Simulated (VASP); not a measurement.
# Zr2BN3 (P-4m2) in VASP: notebook

Zr2BN3 is run at these levels: PBE; tasks: single point, relaxation of cell and atoms.

All numbers are computed with VASP 6.6.1; they aren't measurements. Logs are shortened: lines on timing, memory, paths and dates and some standing lists are left out, and cuts for length are marked.

### Step 1. The cell of the first run

The structure is tetragonal, space group P-4m2 (No. 115). Conventional cell: a = 3.063 Å, b = 3.063 Å, c = 6.787 Å, α = 90.00°, β = 90.00°, γ = 90.00°. Zr (site symmetry 2mm) has 7 N at 2.21 to 2.52 Å and 2 B at 2.52 Å within 2.9 Å. Within 2.9 Å of B (site symmetry -4m2) lie 8 N at 2.17 to 2.90 Å and 4 Zr at 2.52 Å. N (site symmetry -4m2) has 4 B at 2.17 Å and 4 Zr at 2.52 Å and 4 N at 2.90 Å within 2.9 Å. Within 2.9 Å of N (site symmetry 2mm) lie 5 Zr at 2.21 to 2.32 Å and 6 N at 2.86 to 2.90 Å and 2 B at 2.90 Å.

The cell was generated, and may not be a known phase.

### Step 2. Single point, PBE

INCAR

```
PREC = Accurate
ENCUT = 520
EDIFF = 1E-6
ISMEAR = 0
SIGMA = 0.1
LREAL = False
LASPH = True
NELM = 100
ALGO = Normal
ISIF = 2
LWAVE = False
LCHARG = True
GGA = PE
LELF = True
LVHAR = True
NBANDS = 30
```

KPOINTS

```
Automatic mesh
0
Gamma
  6 6 4
```

POSCAR

```
Zr2BN3
1.0
    3.0630800906      0.0000000000      0.0000000000
    0.0000000000      3.0630800906      0.0000000000
    0.0000000000      0.0000000000      6.7871571250
Zr B N
2 1 3
Direct
    0.0000000000      0.5000000000      0.7045919755
    0.5000000000      0.0000000000      0.2954080245
    0.0000000000      0.0000000000      0.0000000000
    0.5000000000      0.5000000000      0.0000000000
    0.0000000000      0.5000000000      0.3622696115
    0.5000000000      0.0000000000      0.6377303885
```

Potentials or basis: VASP PAW PBE potentials, release 64 (Zr_sv, B, N).

Launch:

```sh
$ cat potpaw_PBE.64/Zr_sv/POTCAR potpaw_PBE.64/B/POTCAR potpaw_PBE.64/N/POTCAR > POTCAR
$ mpirun -np 1 vasp_std > vasp.out
```

OUTCAR:

```text
PREC = Accurate
   ENCUT = 520
   EDIFF = 1E-6
   ISMEAR = 0
   LREAL = False
   LASPH = True
   NELM = 100
   ISIF = 2
   GGA = PE

 ion  position               nearest neighbor table
   1  0.000  0.500  0.705-   6 2.21   6 2.21   6 2.21   6 2.21   5 2.32   3 2.52   4 2.52   4 2.52
                             3 2.52   2 3.52   2 3.52   2 3.52   2 3.52
   2  0.500  0.000  0.295-   5 2.21   5 2.21   5 2.21   5 2.21   6 2.32   3 2.52   3 2.52   4 2.52
                             4 2.52   1 3.52   1 3.52   1 3.52   1 3.52
   3  0.000  0.000  0.000-   1 2.52   2 2.52   1 2.52   2 2.52
   4  0.500  0.500  0.000-   1 2.52   2 2.52   2 2.52   1 2.52
   5  0.000  0.500  0.362-   2 2.21   2 2.21   2 2.21   2 2.21   1 2.32
   6  0.500  0.000  0.638-   1 2.21   1 2.21   1 2.21   1 2.21   2 2.32

  LATTYP: Found a simple tetragonal cell.
 ALAT       =     3.0630800906
 C/A-ratio  =     2.2157948615

  Lattice vectors:

 A1 = (   3.0630800906,   0.0000000000,   0.0000000000)
 A2 = (   0.0000000000,   3.0630800906,   0.0000000000)
 A3 = (   0.0000000000,   0.0000000000,   6.7871571250)

Analysis of symmetry for initial positions (statically):
=====================================================================
 Subroutine PRICEL returns:
 Original cell was already a primitive cell.

 Routine SETGRP: Setting up the symmetry group for a
 simple tetragonal supercell.

 Subroutine GETGRP returns: Found  8 space group operations
 (whereof  8 operations were pure point group operations)
 out of a pool of 16 trial point group operations.

The static configuration has the point symmetry D_2d.

Analysis of symmetry for dynamics (positions and initial velocities):
=====================================================================
 Subroutine PRICEL returns:
 Original cell was already a primitive cell.

 Routine SETGRP: Setting up the symmetry group for a
 simple tetragonal supercell.

 Subroutine GETGRP returns: Found  8 space group operations
 (whereof  8 operations were pure point group operations)
 out of a pool of 16 trial point group operations.

The dynamic configuration has the point symmetry D_2d.

 Subroutine INISYM returns: Found  8 space group operations
 (whereof  8 operations are pure point group operations),
 and found     1 'primitive' translations

----------------------------------------------------------------------------------------

                                     Primitive cell

  volume of cell :      63.6802

  direct lattice vectors                    reciprocal lattice vectors
     3.063080091  0.000000000  0.000000000     0.326468773  0.000000000  0.000000000
     0.000000000  3.063080091  0.000000000     0.000000000  0.326468773  0.000000000
     0.000000000  0.000000000  6.787157125     0.000000000  0.000000000  0.147337093

  length of vectors
     3.063080091  3.063080091  6.787157125     0.326468773  0.326468773  0.147337093

  position of ions in fractional coordinates (direct lattice)
     0.000000000  0.500000000  0.704591976
     0.500000000  0.000000000  0.295408024
     0.000000000  0.000000000  0.000000000
     0.500000000  0.500000000  0.000000000
     0.000000000  0.500000000  0.362269611
     0.500000000  0.000000000  0.637730389

  ion indices of the primitive-cell ions
   primitive index   ion index
                 1           1
                 2           2
                 3           3
                 4           4
                 5           5
                 6           6

----------------------------------------------------------------------------------------

 KPOINTS: Automatic mesh

Automatic generation of k-mesh.
 Grid dimensions read from file:
 generate k-points for:    6    6    4

 Generating k-lattice:

  Cartesian coordinates                     Fractional coordinates (reciprocal lattice)
     0.054411462  0.000000000  0.000000000     0.166666667  0.000000000  0.000000000
     0.000000000  0.054411462  0.000000000     0.000000000  0.166666667  0.000000000
     0.000000000  0.000000000  0.036834273     0.000000000  0.000000000  0.250000000

  Length of vectors
     0.054411462  0.054411462  0.036834273

  Shift w.r.t. Gamma in fractional coordinates (k-lattice)
     0.000000000  0.000000000  0.000000000

 Subroutine IBZKPT returns following result:
 ===========================================

 Found     30 irreducible k-points:

 Following reciprocal coordinates:
            Coordinates               Weight
  0.000000  0.000000  0.000000      1.000000
  0.166667  0.000000  0.000000      4.000000
  0.333333  0.000000  0.000000      4.000000
  0.500000  0.000000  0.000000      2.000000
  0.166667  0.166667  0.000000      4.000000
  0.333333  0.166667  0.000000      8.000000
[... 16 lines left out ...]
  0.333333  0.000000  0.500000      4.000000
  0.500000  0.000000  0.500000      2.000000
 [... further k-points ...]
   k-points           NKPTS =     30   k-points in BZ     NKDIM =     30   number of bands    NBANDS=     30
   number of dos      NEDOS =    301   number of ions     NIONS =      6
   total plane-waves  NPLWV =  28800
   dimension x,y,z NGX =    24 NGY =   24 NGZ =   50
   dimension x,y,z NGXF=    48 NGYF=   48 NGZF=  100
   ions per type =               2   1   3
   NGX,Y,Z   is equivalent  to a cutoff of  13.03, 13.03, 12.25 a.u.
   NGXF,Y,Z  is equivalent  to a cutoff of  26.05, 26.05, 24.49 a.u.
 SYSTEM =  unknown system
   PREC   = accura    normal or accurate (medium, high low for compatibility)
   ISTART =      0    job   : 0-new  1-cont  2-samecut
   ICHARG =      2    charge: 1-file 2-atom 10-const
   ISPIN  =      1    spin polarized calculation?
   LNONCOLLINEAR =      F non collinear calculations
   LSORBIT =      F    spin-orbit coupling
   LASPH  =      T    aspherical Exc in radial PAW
   ENCUT  =  520.0 eV  38.22 Ry    6.18 a.u.   5.70  5.70 12.62*2*pi/ulx,y,z
   NELM   =    100;   NELMIN=  2; NELMDL= -5     # of ELM steps
   EDIFF  = 0.1E-05   stopping-criterion for ELM
   LREAL  =      F    real-space projection
   EDIFFG = 0.1E-04   stopping-criterion for IOM
   NSW    =      0    number of steps for IOM
   IBRION =     -1    ionic relax: 0-MD 1-quasi-New 2-CG
   NFREE  =      0    steps in history (QN), initial steepest desc. (CG)
   ISIF   =      2    stress and relaxation
   ISYM   =      2    0-nonsym 1-usesym 2-fastsym
   POTIM  = 0.5000    time-step for ionic-motion
   TEBEG  =    0.0;   TEEND  =   0.0 temperature during run
   PSTRESS=    0.0 pullay stress
   NELECT =      42.0000    total number of electrons
   NUPDOWN=      -1.0000    fix difference up-down
   EMIN   =  10.00;   EMAX   =-10.00  energy-range for DOS
   EFERMI =   0.00;   METHOD = LEGACY
   ISMEAR =     0;   SIGMA  =   0.10  broadening in eV -4-tet -1-fermi 0-gaus
   EFERMI_NEDOS =   21; number of points for ismear=-14 and -15
   IALGO  =     38    algorithm
   IMIX   =      4    mixing-type and parameters
     AMIX     =   0.40;   BMIX     =  1.00
     AMIX_MAG =   1.60;   BMIX_MAG =  1.00
  volume/ion in A,a.u.               =      10.61        71.62
  Fermi-wavevector in a.u.,A,eV,Ry     =   1.425027  2.692910 27.629373  2.030702
  Thomas-Fermi vector in A             =   2.545455
   LORBIT       =      0    0 simple, 1 ext, 2 COOP (PROOUT), +10 PAW based schemes
   GGA     = PE    functional components
   LHFCALC =     F    Hartree Fock is set to
   AEXX    =    0.0000 exact exchange contribution
   IVDW    =     0    specifies the selected vdW correction
   LEPSILON=     F    determine dielectric tensor
   LRPA    =     F    only Hartree local field effects (RPA)
 non-spin polarized calculation
 Gauss-broadening in eV      SIGMA  =   0.10
  energy-cutoff  :      520.00
  volume of cell :       63.68
 maximum number of plane-waves:      1732
 NGX is ok and might be reduce to    24
   NGX = 11   NGY = 11   NGZ = 25

 number of electron      42.0000003 magnetization

 Free energy of the ion-electron system (eV)
  ---------------------------------------------------
  ext. energy  EPLUGINS =         0.00000000
  ---------------------------------------------------
  free energy    TOTEN  =       -52.11181185 eV

  energy without entropy =      -52.10085175  energy(sigma->0) =      -52.10633180

 E-fermi :   8.9747     XC(G=0): -12.3650

 val. band max:        8.9617315995   @ k =   0.3333   0.3333   0.0000
 cond. band min:       8.9777343369   @ k =   0.5000   0.1667   0.2500
 fundamental gap:      0.0160027374
 Fermi energy:         8.9747440139

 k-point     1 :       0.0000    0.0000    0.0000
  band No.  band energies     occupation
      1     -39.0576      2.00000
      2     -39.0190      2.00000
      3     -17.4974      2.00000
      4     -17.0655      2.00000
      5     -16.7804      2.00000
      6     -16.7804      2.00000
[... 22 lines left out ...]
     29      14.0142      0.00000
     30      14.2830      0.00000

 k-point     2 :       0.1667    0.0000    0.0000
  band No.  band energies     occupation
      1     -39.0325      2.00000
      2     -38.9988      2.00000
      3     -17.4518      2.00000
      4     -17.1054      2.00000
      5     -17.0037      2.00000
      6     -16.9736      2.00000
[... 22 lines left out ...]
     29      14.7984      0.00000
     30      14.8894      0.00000

 k-point     3 :       0.3333    0.0000    0.0000
  band No.  band energies     occupation
      1     -38.9797      2.00000
      2     -38.9601      2.00000
      3     -17.5730      2.00000
      4     -17.5577      2.00000
      5     -17.2308      2.00000
      6     -17.0527      2.00000
[... 22 lines left out ...]
     29      14.9749      0.00000
     30      15.2247      0.00000

 k-point     4 :       0.5000    0.0000    0.0000
  band No.  band energies     occupation
      1     -38.9471      2.00000
      2     -38.9466      2.00000
      3     -17.7932      2.00000
      4     -17.7833      2.00000
      5     -17.1266      2.00000
      6     -17.1168      2.00000
[... 22 lines left out ...]
     29      15.0124      0.00000
     30      15.0748      0.00000

 k-point     5 :       0.1667    0.1667    0.0000
  band No.  band energies     occupation
      1     -39.0079      2.00000
      2     -38.9787      2.00000
      3     -17.4070      2.00000
      4     -17.1025      2.00000
      5     -16.9894      2.00000
      6     -16.9728      2.00000
[... 22 lines left out ...]
     29      14.9390      0.00000
     30      15.1167      0.00000
[... 526 lines left out ...]
     29      14.3372      0.00000
     30      14.3420      0.00000

 k-point    22 :       0.1667    0.0000    0.5000
  band No.  band energies     occupation
      1     -39.0314      2.00000
      2     -38.9999      2.00000
      3     -17.4082      2.00000
      4     -17.1555      2.00000
      5     -17.0068      2.00000
      6     -16.9685      2.00000
[... 22 lines left out ...]
     29      14.4811      0.00000
     30      15.0435      0.00000

 k-point    23 :       0.3333    0.0000    0.5000
  band No.  band energies     occupation
      1     -38.9791      2.00000
      2     -38.9607      2.00000
      3     -17.5860      2.00000
      4     -17.5650      2.00000
      5     -17.1883      2.00000
      6     -17.0736      2.00000
[... 22 lines left out ...]
     29      14.5894      0.00000
     30      14.8736      0.00000

 k-point    24 :       0.5000    0.0000    0.5000
  band No.  band energies     occupation
      1     -38.9471      2.00000
      2     -38.9466      2.00000
      3     -17.8044      2.00000
      4     -17.7897      2.00000
      5     -17.1128      2.00000
      6     -17.1091      2.00000
[... 22 lines left out ...]
     29      14.5276      0.00000
     30      15.2113      0.00000

 [... further k-points ...]
[... 5 lines left out ...]
  --------------------------------------------------------------------------------------
  -------------------------------------------------------------------------------------
  Total       -0.0072208     -0.0072208     -0.0675237      0.0000000      0.0000000      0.0000000
  in kB       -0.1816741     -0.1816741     -1.6988783      0.0000000      0.0000000      0.0000000
  external PRESSURE =      -0.6874089 kB  Pullay stress =       0.0000000 kB

 VOLUME and BASIS-vectors are now :
 -----------------------------------------------------------------------------
  energy-cutoff  :      520.00
  volume of cell :       63.68
      direct lattice vectors                 reciprocal lattice vectors
     3.063080091  0.000000000  0.000000000     0.326468773  0.000000000  0.000000000
     0.000000000  3.063080091  0.000000000     0.000000000  0.326468773  0.000000000
     0.000000000  0.000000000  6.787157125     0.000000000  0.000000000  0.147337093

 POSITION                                       TOTAL-FORCE (eV/Angst)
 -----------------------------------------------------------------------------------
      0.00000      1.53154      4.78218        -0.000000      0.000000      0.000195
      1.53154      0.00000      2.00498         0.000000      0.000000     -0.000195
      0.00000      0.00000      0.00000        -0.000000     -0.000000      0.000000
      1.53154      1.53154      0.00000        -0.000000     -0.000000      0.000000
      0.00000      1.53154      2.45878        -0.000000     -0.000000      0.002389
      1.53154      0.00000      4.32838        -0.000000     -0.000000     -0.002389
 -----------------------------------------------------------------------------------
    total drift:                                0.000000     -0.000000     -0.000000

  FREE ENERGIE OF THE ION-ELECTRON SYSTEM (eV)
  ---------------------------------------------------
  free  energy   TOTEN  =       -52.1118118487 eV

  energy  without entropy=      -52.1008517462  energy(sigma->0) =      -52.10633180
```

Run time: 58 s. Hardware: 1 thread of Intel Xeon Platinum 8259CL at 2.50GHz (Skylake/Cascade Lake), shared host; peak memory 0.2 GiB.

What came out:

* Free energy: -52.1118 eV
* Pressure: -0.1 GPa
* Band gap on the k mesh: zero (bands 21 and 22 overlap by 1.73 eV)

Forces in eV/Å, atoms in the order of the input:
```
Zr   0.000  0.000  0.000
Zr   0.000  0.000  0.000
B    0.000  0.000  0.000
N    0.000  0.000  0.000
N    0.000  0.000  0.002
N    0.000  0.000 -0.002
```

### Step 3. Single point, PBE

This run uses another cell than the first one, of 11.90 Å³/atom.

INCAR

```
PREC = Accurate ; ENCUT = 520
EDIFF = 1E-6 ; ISMEAR = 0
SIGMA = 0.1 ; LREAL = False
LASPH = True ; NELM = 100
ALGO = Normal ; ISIF = 2
LWAVE = False ; LCHARG = False
GGA = PE ; NBANDS = 30
```

KPOINTS

```
regular mesh
0
Gamma
  6 6 4
```

POSCAR

```
Zr2BN3
1.0
    3.1866153900      0.0000000000      0.0000000000
    0.0000000000      3.1866153900      0.0000000000
    0.0000000000      0.0000000000      7.0333754300
Zr B N
2 1 3
Direct
    0.0000000000      0.5000000000      0.7365000200
    0.5000000000      0.0000000000      0.2634999800
    0.0000000000      0.0000000000      0.0000000000
    0.5000000000      0.5000000000      0.0000000000
    0.0000000000      0.5000000000      0.3835000100
    0.5000000000      0.0000000000      0.6164999900
```

Potentials or basis: VASP PAW PBE potentials, release 64 (Zr_sv, B, N).

Launch:

```sh
$ cat potpaw_PBE.64/Zr_sv/POTCAR potpaw_PBE.64/B/POTCAR potpaw_PBE.64/N/POTCAR > POTCAR
$ mpirun -np 1 vasp_std > vasp.out
```

It took 60 s on 1 thread of Intel Xeon Platinum 8259CL at 2.50GHz (Skylake/Cascade Lake), shared host; peak memory 0.21 GiB.

Results (log left out):

| Quantity | Value |
| --- | --- |
| Free energy | -50.2197 eV |
| Pressure | -20.0 GPa |
| Largest force | 3.666 eV/Å |
| Band gap on the k mesh | zero (bands 21 and 22 overlap by 1.13 eV) |

Forces in eV/Å, atoms in the order of the input:
```
Zr   0.000  0.000 -3.666
Zr   0.000  0.000  3.666
B    0.000  0.000  0.000
N    0.000  0.000  0.000
N    0.000  0.000 -2.330
N    0.000  0.000  2.330
```

Stress tensor (GPa, compression positive):
```
-20.65   0.00   0.00
  0.00 -20.65   0.00
  0.00   0.00 -18.65
```

Levels at points of the mesh, in eV from the Fermi level:
| k point | band 18 | band 19 | band 20 | band 21 | band 22 | band 23 | band 24 | band 25 |
| --- | --- | --- | --- | --- | --- | --- | --- | --- |
| (0.00, 0.00, 0.00) | -1.07 | -1.07 | 0.44 | 0.44 | 0.75 | 1.31 | 3.12 | 3.98 |
| (0.50, 0.00, 0.00) | -1.29 | -1.21 | -1.03 | 0.17 | 1.49 | 1.49 | 1.51 | 3.94 |
| (0.50, 0.50, 0.00) | -1.95 | -1.95 | -1.27 | -0.65 | -0.09 | 5.30 | 5.30 | 5.66 |
| (0.00, 0.00, 0.50) | -1.27 | -1.13 | -0.44 | 0.53 | 0.53 | 1.70 | 3.70 | 4.24 |
| (0.50, 0.00, 0.50) | -1.53 | -0.97 | -0.86 | -0.12 | 1.64 | 1.76 | 2.12 | 4.20 |
| (0.50, 0.50, 0.50) | -1.33 | -1.33 | -0.77 | -0.67 | -0.32 | 4.49 | 4.49 | 5.34 |

Caveat: the cell stands under tension; forces of over 1 eV/Å act on the atoms, so gaps and moduli don't describe the material at rest.

### Step 4. Single point, PBE

This run uses another cell than the first one, of 10.59 Å³/atom.

INCAR

```
SYSTEM = Zr2BN3
  PREC = Accurate
  ENCUT = 520
  EDIFF = 1E-7
  ISMEAR = 0
  SIGMA = 0.1
  LREAL = .FALSE.
  LASPH = .TRUE.
  NELM = 60
  ALGO = Normal
  ISIF = 2
  LWAVE = .FALSE.
  LCHARG = .FALSE.
  GGA = PE
  NBANDS = 30
```

KPOINTS

```
Automatic mesh
0
G
  12 12 6
  0 0 0
```

POSCAR

```
Zr2BN3
1.0
    3.0652983895      0.0000000000      0.0000000000
    0.0000000000      3.0652983895      0.0000000000
    0.0000000000      0.0000000000      6.7637008420
Zr B N
2 1 3
Direct
    0.0000000000      0.5000000000      0.7051885232
    0.5000000000      0.0000000000      0.2948114768
    0.0000000000      0.0000000000      0.0000000000
    0.5000000000      0.5000000000      0.0000000000
    0.0000000000      0.5000000000      0.3618672611
    0.5000000000      0.0000000000      0.6381327389
```

Launch:

```sh
$ cat potpaw_PBE.64/Zr_sv/POTCAR potpaw_PBE.64/B/POTCAR potpaw_PBE.64/N/POTCAR > POTCAR
$ mpirun -np 1 vasp_std > vasp.out
```

It took 3.3 min on 1 thread of Intel Xeon Platinum 8259CL at 2.50GHz (Skylake/Cascade Lake), shared host; peak memory 0.31 GiB.

It converged, with:

* Free energy: -52.1252 eV
* Pressure: 0.2 GPa
* Largest force: 0.009 eV/Å
* Band gap on the k mesh: zero (bands 21 and 22 overlap by 1.78 eV)

Forces in eV/Å, atoms in the order of the input:
```
Zr   0.000  0.000  0.009
Zr   0.000  0.000 -0.009
B    0.000  0.000  0.000
N    0.000  0.000  0.000
N    0.000  0.000  0.004
N    0.000  0.000 -0.004
```

Stress tensor (GPa, compression positive):
```
0.25 0.00 0.00
0.00 0.25 0.00
0.00 0.00 0.10
```

Levels at points of the mesh, in eV from the Fermi level:
| k point | band 18 | band 19 | band 20 | band 21 | band 22 | band 23 | band 24 | band 25 |
| --- | --- | --- | --- | --- | --- | --- | --- | --- |
| (0.00, 0.00, 0.00) | -1.69 | -1.48 | -0.31 | -0.31 | 0.14 | 0.46 | 4.18 | 4.18 |
| (0.50, 0.00, 0.00) | -2.96 | -1.24 | -1.00 | 0.79 | 1.99 | 2.02 | 2.19 | 4.41 |
| (0.50, 0.50, 0.00) | -2.48 | -2.48 | -1.19 | -1.13 | -0.97 | 3.92 | 5.34 | 6.05 |
| (0.00, 0.00, 0.50) | -1.83 | -1.72 | -0.75 | -0.30 | -0.30 | 1.00 | 3.73 | 4.19 |
| (0.50, 0.00, 0.50) | -2.76 | -1.50 | -1.12 | -0.05 | 2.25 | 2.36 | 2.70 | 4.72 |
| (0.50, 0.50, 0.50) | -1.74 | -1.74 | -1.13 | -1.11 | -0.84 | 4.33 | 5.32 | 5.32 |

[end of part 1 of 2]

The gap in the log of VASP goes by the Fermi energy; the results here count the filled bands.